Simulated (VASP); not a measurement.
# KNi (Cmmm) in VASP: notebook

Runs on KNi. Level: PBE. Tasks: single point.

Program: VASP 6.6.1. These are calculated values, not measurements. Logs are shortened: lines on timing, memory, paths and dates and some standing lists are left out, and cuts for length are marked.

## (1) The cell of the first run

The structure is orthorhombic, space group Cmmm (No. 65). Conventional cell: a = 3.425 Å, b = 5.079 Å, c = 4.891 Å, α = 90.00°, β = 90.00°, γ = 90.00°. Within 3.9 Å of K (site symmetry mmm) lie 8 Ni at 2.99 to 3.53 Å and 6 K at 3.06 to 3.43 Å. Ni (site symmetry mmm) has 8 K at 2.99 to 3.53 Å and 6 Ni at 3.06 to 3.43 Å within 3.9 Å.

## (2) Single point, PBE, collinear spin, ferromagnetic start (21.27 Å³/atom)

The input, INCAR:

```
PREC     = Accurate       # precision mode
ENCUT    = 520            # plane-wave cutoff, eV
EDIFF    = 1E-7           # SCF threshold, eV
ISMEAR   = -1             # smearing method
SIGMA    = 0.05           # smearing width, eV
LREAL    = F              # projectors in reciprocal space
LASPH    = T              # aspherical terms in the spheres
NELM     = 150            # most SCF steps
ALGO     = Normal         # electronic algorithm
ISIF     = 2              # what is computed and relaxed
LWAVE    = F              # write WAVECAR
LCHARG   = T              # write CHGCAR
ISPIN    = 2              # spin polarisation
MAGMOM   = 0 1            # initial moments
LORBIT   = 11             # projections on sites
LMAXMIX  = 4              # l up to which the mixer works
GGA      = PE             # functional
LELF     = T              # ELF
LVHAR    = T            
NBANDS   = 20             # bands
```

The input, KPOINTS:

```
regular mesh
0
Gamma
  9 9 6
```

The input, POSCAR:

```
KNi
1.0
    1.7126297975     -2.5396062596      0.0000000000
    1.7126297975      2.5396062596      0.0000000000
    0.0000000000      0.0000000000      4.8912536822
K Ni
1 1
Direct
    0.5000000000      0.5000000000      0.5000000000
    0.0000000000      0.0000000000      0.0000000000
```

Potentials or basis: VASP PAW PBE potentials, release 64 (K_sv, Ni).

Command:

```bash
> cat potpaw_PBE.64/K_sv/POTCAR potpaw_PBE.64/Ni/POTCAR > POTCAR
> mpirun -np 1 vasp_std > vasp.out
```

OUTCAR:

```text
PREC = Accurate
   ENCUT = 520
   EDIFF = 1E-7
   ISMEAR = -1
   LREAL = F
   LASPH = T
   NELM = 150
   ISIF = 2
   ISPIN = 2
   LORBIT = 11
   GGA = PE

 ion  position               nearest neighbor table
   1  0.500  0.500  0.500-   2 2.99   2 2.99   2 2.99   2 2.99
   2  0.000  0.000  0.000-   1 2.99   1 2.99   1 2.99   1 2.99

  LATTYP: Found a base centered orthorhombic cell.
 ALAT       =     3.4252595950
 B/A-ratio  =     1.4828693646
 C/A-ratio  =     1.4279950312

  Lattice vectors:

 A1 = (   1.7126297975,  -2.5396062596,   0.0000000000)
 A2 = (   1.7126297975,   2.5396062596,   0.0000000000)
 A3 = (   0.0000000000,   0.0000000000,   4.8912536822)

Analysis of symmetry for initial positions (statically):
=====================================================================
 Subroutine PRICEL returns:
 Original cell was already a primitive cell.

 Routine SETGRP: Setting up the symmetry group for a
 base centered orthorhombic supercell.

 Subroutine GETGRP returns: Found  8 space group operations
 (whereof  8 operations were pure point group operations)
 out of a pool of  8 trial point group operations.

The static configuration has the point symmetry D_2h.

Analysis of symmetry for dynamics (positions and initial velocities):
=====================================================================
 Subroutine PRICEL returns:
 Original cell was already a primitive cell.

 Routine SETGRP: Setting up the symmetry group for a
 base centered orthorhombic supercell.

 Subroutine GETGRP returns: Found  8 space group operations
 (whereof  8 operations were pure point group operations)
 out of a pool of  8 trial point group operations.

The dynamic configuration has the point symmetry D_2h.

Analysis of structural, dynamic, and magnetic symmetry:
=====================================================================
 Subroutine PRICEL returns:
 Original cell was already a primitive cell.

 Routine SETGRP: Setting up the symmetry group for a
 base centered orthorhombic supercell.

 Subroutine GETGRP returns: Found  8 space group operations
 (whereof  8 operations were pure point group operations)
 out of a pool of  8 trial point group operations.

The overall configuration has the point symmetry D_2h.

 Subroutine INISYM returns: Found  8 space group operations
 (whereof  8 operations are pure point group operations),
 and found     1 'primitive' translations

----------------------------------------------------------------------------------------

                                     Primitive cell

  volume of cell :      42.5481

  direct lattice vectors                    reciprocal lattice vectors
     1.712629797 -2.539606260  0.000000000     0.291948675 -0.196880913  0.000000000
     1.712629797  2.539606260  0.000000000     0.291948675  0.196880913  0.000000000
     0.000000000  0.000000000  4.891253682     0.000000000  0.000000000  0.204446562

  length of vectors
     3.063119452  3.063119452  4.891253682     0.352130832  0.352130832  0.204446562

  position of ions in fractional coordinates (direct lattice)
     0.500000000  0.500000000  0.500000000
     0.000000000  0.000000000  0.000000000

  ion indices of the primitive-cell ions
   primitive index   ion index
                 1           1
                 2           2

----------------------------------------------------------------------------------------

 KPOINTS: regular mesh

Automatic generation of k-mesh.
 Grid dimensions read from file:
 generate k-points for:    9    9    6

 Generating k-lattice:

  Cartesian coordinates                     Fractional coordinates (reciprocal lattice)
     0.032438742 -0.021875657  0.000000000     0.111111111 -0.000000000  0.000000000
     0.032438742  0.021875657  0.000000000    -0.000000000  0.111111111  0.000000000
     0.000000000  0.000000000  0.034074427     0.000000000  0.000000000  0.166666667

  Length of vectors
     0.039125648  0.039125648  0.034074427

  Shift w.r.t. Gamma in fractional coordinates (k-lattice)
     0.000000000  0.000000000  0.000000000

 Subroutine IBZKPT returns following result:
 ===========================================

 Found    100 irreducible k-points:

 Following reciprocal coordinates:
            Coordinates               Weight
  0.000000  0.000000  0.000000      1.000000
  0.111111 -0.000000  0.000000      4.000000
  0.222222 -0.000000  0.000000      4.000000
  0.333333 -0.000000  0.000000      4.000000
  0.444444 -0.000000  0.000000      4.000000
  0.111111  0.111111  0.000000      2.000000
[... 16 lines left out ...]
 -0.333333  0.333333  0.000000      2.000000
  0.444444  0.444444  0.000000      2.000000
 [... further k-points ...]
   k-points           NKPTS =    100   k-points in BZ     NKDIM =    100   number of bands    NBANDS=     20
   number of dos      NEDOS =    301   number of ions     NIONS =      2
   total plane-waves  NPLWV =  20736
   dimension x,y,z NGX =    24 NGY =   24 NGZ =   36
   dimension x,y,z NGXF=    48 NGYF=   48 NGZF=   72
   ions per type =               1   1
   NGX,Y,Z   is equivalent  to a cutoff of  13.03, 13.03, 12.24 a.u.
   NGXF,Y,Z  is equivalent  to a cutoff of  26.05, 26.05, 24.47 a.u.
 SYSTEM =  unknown system
   PREC   = accura    normal or accurate (medium, high low for compatibility)
   ISTART =      0    job   : 0-new  1-cont  2-samecut
   ICHARG =      2    charge: 1-file 2-atom 10-const
   ISPIN  =      2    spin polarized calculation?
   LNONCOLLINEAR =      F non collinear calculations
   LSORBIT =      F    spin-orbit coupling
   LASPH  =      T    aspherical Exc in radial PAW
   ENCUT  =  520.0 eV  38.22 Ry    6.18 a.u.   5.70  5.70  9.09*2*pi/ulx,y,z
   NELM   =    150;   NELMIN=  2; NELMDL= -5     # of ELM steps
   EDIFF  = 0.1E-06   stopping-criterion for ELM
   LREAL  =      F    real-space projection
   EDIFFG = 0.1E-05   stopping-criterion for IOM
   NSW    =      0    number of steps for IOM
   IBRION =     -1    ionic relax: 0-MD 1-quasi-New 2-CG
   NFREE  =      0    steps in history (QN), initial steepest desc. (CG)
   ISIF   =      2    stress and relaxation
   ISYM   =      2    0-nonsym 1-usesym 2-fastsym
   POTIM  = 0.5000    time-step for ionic-motion
   TEBEG  =    0.0;   TEEND  =   0.0 temperature during run
   PSTRESS=    0.0 pullay stress
   NELECT =      19.0000    total number of electrons
   NUPDOWN=      -1.0000    fix difference up-down
   EMIN   =  10.00;   EMAX   =-10.00  energy-range for DOS
   EFERMI =   0.00;   METHOD = LEGACY
   ISMEAR =    -1;   SIGMA  =   0.05  broadening in eV -4-tet -1-fermi 0-gaus
   EFERMI_NEDOS =   21; number of points for ismear=-14 and -15
   IALGO  =     38    algorithm
   IMIX   =      4    mixing-type and parameters
     AMIX     =   0.40;   BMIX     =  1.00
     AMIX_MAG =   1.60;   BMIX_MAG =  1.00
  volume/ion in A,a.u.               =      21.27       143.56
  Fermi-wavevector in a.u.,A,eV,Ry     =   1.251313  2.364639 21.303793  1.565785
  Thomas-Fermi vector in A             =   2.385266
   LORBIT       =     11    0 simple, 1 ext, 2 COOP (PROOUT), +10 PAW based schemes
   GGA     = PE    functional components
   LHFCALC =     F    Hartree Fock is set to
   AEXX    =    0.0000 exact exchange contribution
   IVDW    =     0    specifies the selected vdW correction
   LEPSILON=     F    determine dielectric tensor
   LRPA    =     F    only Hartree local field effects (RPA)
 spin polarized calculation
  energy-cutoff  :      520.00
  volume of cell :       42.55
 maximum number of plane-waves:      1168
   NGX = 11   NGY = 11   NGZ = 19

 number of electron      19.0000002 magnetization      -0.0143890

 number of electron      19.0000002 magnetization       0.0822762

 Free energy of the ion-electron system (eV)
  ---------------------------------------------------
  ext. energy  EPLUGINS =         0.00000000
  ---------------------------------------------------
  free energy    TOTEN  =        -4.45432170 eV

  energy without entropy =       -4.44355851  energy(sigma->0) =       -4.44894011

 E-fermi :   3.3680     XC(G=0):  -9.6584

 val. band max:        3.3673887845   @ k =  -0.1111   0.1111   0.5000
 cond. band min:       3.3950389112   @ k =  -0.4444   0.4444   0.5000
 fundamental gap:      0.0276501268
 Fermi energy:         3.3680189245

 spin component 1

 k-point     1 :       0.0000    0.0000    0.0000
  band No.  band energies     occupation
      1     -28.1454      1.00000
      2     -11.5208      1.00000
      3     -10.9921      1.00000
      4     -10.7703      1.00000
      5      -1.0968      1.00000
      6       2.1072      1.00000
[... 12 lines left out ...]
     19      16.9568      0.00000
     20      20.7465      0.00000
[... 507 lines left out ...]
 k-point    24 :       0.4444    0.4444    0.0000
  band No.  band energies     occupation
      1     -27.7528      1.00000
      2     -12.4486      1.00000
      3     -11.6474      1.00000
      4     -11.0910      1.00000
      5       1.8654      1.00000
      6       2.1168      1.00000
[... 12 lines left out ...]
     19      15.8237      0.00000
     20      18.2595      0.00000

 [... further k-points ...]

 spin component 2

 k-point     1 :       0.0000    0.0000    0.0000
  band No.  band energies     occupation
      1     -28.1488      1.00000
      2     -11.5255      1.00000
      3     -10.9953      1.00000
      4     -10.7736      1.00000
      5      -1.1093      1.00000
      6       2.1792      1.00000
[... 12 lines left out ...]
     19      16.9911      0.00000
     20      20.7110      0.00000
[... 507 lines left out ...]
 k-point    24 :       0.4444    0.4444    0.0000
  band No.  band energies     occupation
      1     -27.7560      1.00000
      2     -12.4528      1.00000
      3     -11.6510      1.00000
      4     -11.0947      1.00000
      5       1.9887      1.00000
      6       2.1726      1.00000
[... 12 lines left out ...]
     19      15.8152      0.00000
     20      18.2557      0.00000

 [... further k-points ...]

------------------------ aborting loop because EDIFF is reached ----------------------------------------

  FORCE on cell =-STRESS in cart. coord.  units (eV):
  Direction    XX          YY          ZZ          XY          YZ          ZX
  --------------------------------------------------------------------------------------
  -------------------------------------------------------------------------------------
  Total        0.4738948     -0.5753477      1.1370118      0.0000000      0.0000000      0.0000000
  in kB       17.8448333    -21.6651102     42.8149551      0.0000000      0.0000000      0.0000000
  external PRESSURE =      12.9982260 kB  Pullay stress =       0.0000000 kB

 VOLUME and BASIS-vectors are now :
 -----------------------------------------------------------------------------
  energy-cutoff  :      520.00
  volume of cell :       42.55
      direct lattice vectors                 reciprocal lattice vectors
     1.712629797 -2.539606260  0.000000000     0.291948675 -0.196880913  0.000000000
     1.712629797  2.539606260  0.000000000     0.291948675  0.196880913  0.000000000
     0.000000000  0.000000000  4.891253682     0.000000000  0.000000000  0.204446562

 POSITION                                       TOTAL-FORCE (eV/Angst)
 -----------------------------------------------------------------------------------
      1.71263      0.00000      2.44563         0.000000      0.000000      0.000000
      0.00000      0.00000      0.00000        -0.000000     -0.000000      0.000000
 -----------------------------------------------------------------------------------
    total drift:                                0.000000      0.000000     -0.000000

  FREE ENERGIE OF THE ION-ELECTRON SYSTEM (eV)
  ---------------------------------------------------
  free  energy   TOTEN  =        -4.4543217035 eV

  energy  without entropy=       -4.4435585144  energy(sigma->0) =       -4.44894011

 total charge

# of ion       s       p       d       tot
------------------------------------------
    1        1.989   5.569   0.089   7.647
    2        0.435   0.123   8.417   8.975
--------------------------------------------------
tot          2.425   5.691   8.506  16.622

 magnetization (x)

# of ion       s       p       d       tot
------------------------------------------
    1       -0.001  -0.001  -0.002  -0.003
    2       -0.000  -0.002   0.105   0.103
--------------------------------------------------
tot         -0.001  -0.003   0.103   0.100
```

Wall time 1.7 min (1 thread of Intel Xeon Platinum 8488C (Sapphire Rapids), shared host); peak memory 0.26 GiB.

Results:

| Item | Value |
| --- | --- |
| Free energy | -4.4543 eV |
| Pressure | 1.3 GPa |
| Net moment | 0.08 μB per cell |
| Site moments | K -0.00; Ni +0.10 μB |
| Valence electrons inside the program's atomic spheres | K 7.65; Ni 8.97 |

## (3) Single point, PBE, collinear spin, ferromagnetic start (21.69 Å³/atom)

This run uses another cell than the first one, of 21.69 Å³/atom.

The input, INCAR:

```
PREC = Accurate
ENCUT = 520
EDIFF = 1E-6
ISMEAR = -1
SIGMA = 0.05
LREAL = False
LASPH = True
NELM = 150
ALGO = Normal
ISIF = 2
LWAVE = False
LCHARG = False
ISPIN = 2
MAGMOM = 0 1
LORBIT = 11
LMAXMIX = 4
GGA = PE
NBANDS = 20
```

The input, KPOINTS:

```
Automatic mesh
0
Gamma
  9 9 6
```

The input, POSCAR:

```
KNi
1.0
    1.7237510818     -2.5560976715      0.0000000000
    1.7237510818      2.5560976715      0.0000000000
    0.0000000000      0.0000000000      4.9230159597
K Ni
1 1
Direct
    0.5000000000      0.5000000000      0.5000000000
    0.0000000000      0.0000000000      0.0000000000
```

Potentials or basis: VASP PAW PBE potentials, release 64 (K_sv, Ni).

Command:

```bash
> cat potpaw_PBE.64/K_sv/POTCAR potpaw_PBE.64/Ni/POTCAR > POTCAR
> mpirun -np 1 vasp_std > vasp.out
```

Wall time 1.7 min (1 thread of Intel Xeon Platinum 8488C (Sapphire Rapids), shared host); peak memory 0.27 GiB.

Results (log left out):

| Item | Value |
| --- | --- |
| Free energy | -4.4598 eV |
| Pressure | 0.8 GPa |
| Net moment | 0.09 μB per cell |
| Site moments | K -0.00; Ni +0.11 μB |
| Valence electrons inside the program's atomic spheres | K 7.64; Ni 8.97 |

Stress tensor (GPa, compression positive):
```
 1.43  0.00  0.00
 0.00 -2.45  0.00
 0.00  0.00  3.48
```

Levels at points of the mesh, in eV from the Fermi level:
Spin up:
| k point | band 8 | band 9 | band 10 | band 11 | band 12 | band 13 |
| --- | --- | --- | --- | --- | --- | --- |
| (0.00, 0.00, 0.00) | -0.53 | -0.45 | -0.28 | 2.51 | 2.68 | 5.10 |
| (0.00, 0.00, 0.50) | -0.74 | -0.49 | -0.36 | -0.29 | 4.34 | 5.06 |
Spin down:
```
           k point  band 6  band 7  band 8  band 9  band 10  band 11  band 12  band 13
(0.00, 0.00, 0.00)   -1.16   -0.86   -0.38   -0.35    -0.19     2.53     2.65     5.09
(0.00, 0.00, 0.50)   -1.00   -0.84   -0.64   -0.31    -0.29    -0.20     4.32     5.05
```

(Continued in part 2 of 2.)
